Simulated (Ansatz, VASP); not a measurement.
**FeRe6Pb2 in VASP and in Ansatz**

```
CELL_PARAMETERS angstrom
7.11225 0.00000 0.00000
-3.55612 6.15939 0.00000
0.00000 0.00000 3.65884
ATOMIC_POSITIONS crystal
Pb 0.33330 0.66670 0.00000
Pb 0.66670 0.33330 0.00000
Re 0.24200 0.00000 0.00000
Re 0.75800 0.75800 0.00000
Re 0.00000 0.24200 0.00000
Re 0.59700 0.00000 0.50000
Re 0.40300 0.40300 0.50000
Re 0.00000 0.59700 0.50000
Fe 0.00000 0.00000 0.50000
```

Alike in both runs: task single point; functional PBE; k mesh 3 × 3 × 5; no spin polarisation.

|  | VASP | Ansatz |
| --- | --- | --- |
| version | VASP 6.6.1 | Ansatz 0.2.0 |
| potentials or method | VASP PAW PBE potentials, release 64 (Pb_d, Re, Fe), cutoff 520 eV | PAW plane waves |
| occupations | fermi-dirac, width 0.1 eV | fermi-dirac |
| valence electrons in the cell | 78 | 134 |

Ansatz gave:

```
gap on the k mesh at the Fermi level (eV)                     : none
pressure (GPa)                                                : -13.7
traceless stress, the component that is largest in VASP (GPa) : -0.91
rms of the force components (eV/Å)                            : 1.259
```

Question: Which values does VASP return?

Answer: gap on the k mesh at the Fermi level (eV): none; pressure (GPa): -14.1; traceless stress, the component that is largest in VASP (GPa): -0.96; rms of the force components (eV/Å): 1.267.

Atom by atom the forces differ by 0.017 eV/Å (rms over components). A gap of «none» marks a metal or a gap that the smearing closes. VASP's potentials hold 78 valence electrons a cell and Ansatz's 134, so a difference there can come from the potentials and not from the codes. Ansatz's warnings: structure snapped to symmetry.

Neither program's run includes spin-orbit coupling.
